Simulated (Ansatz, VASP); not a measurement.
# One calculation of Cd, two programs

INCAR

```
SYSTEM = Cd
PREC = Accurate
ENCUT = 600
EDIFF = 1E-6
ISMEAR = 0
SIGMA = 0.1
LREAL = .FALSE.
LASPH = .TRUE.
NELM = 100
ALGO = Normal
ISIF = 3
LWAVE = .FALSE.
LCHARG = .FALSE.
GGA = PE
IBRION = 2
NSW = 80
EDIFFG = -0.05
```

File KPOINTS:

```
Automatic mesh
0
G
  8 8 8
  0 0 0
```

Contents of POSCAR:

```
Cd
1.0
   -1.6438224042      1.6438224042      1.6438224042
    1.6438224042     -1.6438224042      1.6438224042
    1.6438224042      1.6438224042     -1.6438224042
Cd
1
Direct
    0.0000000000      0.0000000000      0.0000000000
```

Input for Ansatz:

```yaml
crystal:
  lattice:
    - [-1.6438224042, 1.6438224042, 1.6438224042]
    - [1.6438224042, -1.6438224042, 1.6438224042]
    - [1.6438224042, 1.6438224042, -1.6438224042]
  atoms:
    - { symbol: Cd, position: [0.0, 0.0, 0.0] }
basis:
  ecutwfc: 420
kpoints:
  mp_grid: { grid: [8, 8, 8] }
hamiltonian:
  xc: pbe
scf:
  occupations: { method: gaussian, width: 0.1 }
output:
  forces: true
  stress: true
  eigenvalues: true
relax:
  adjacent_minimum: "off"
  f_tol: 0.05
  max_steps: 60
  cell: { stress_tol: 0.5 }
```

Alike in both runs: task relaxation of cell and atoms; functional PBE; k mesh 8 × 8 × 8; occupations gaussian, width 0.1 eV; no spin polarisation.

|  | VASP | Ansatz |
| --- | --- | --- |
| version | VASP 6.6.1 | Ansatz 0.2.0 |
| potentials or method | VASP PAW PBE potentials, release 64 (Cd), cutoff 600 eV | scalar-relativistic, plane waves, PAW |
| valence electrons in the cell | 12 | 20 |

```csv
,VASP,Ansatz,Ansatz less VASP
"gap on the k mesh at the Fermi level, each at its own relaxed structure (eV)",none,none,-
relaxed volume (Å³/atom),23.71,23.41,-0.297
relaxed cell length with the largest relative difference (Å),3.134,3.121,-0.0132
```

A gap of «none» marks a metal or a gap that the smearing closes. VASP's potentials hold 12 valence electrons a cell and Ansatz's 20, so a difference there can come from the potentials and not from the codes.

Noted on VASP's run: the volume moved by over 15 % at a fixed basis, so the end points are rough.
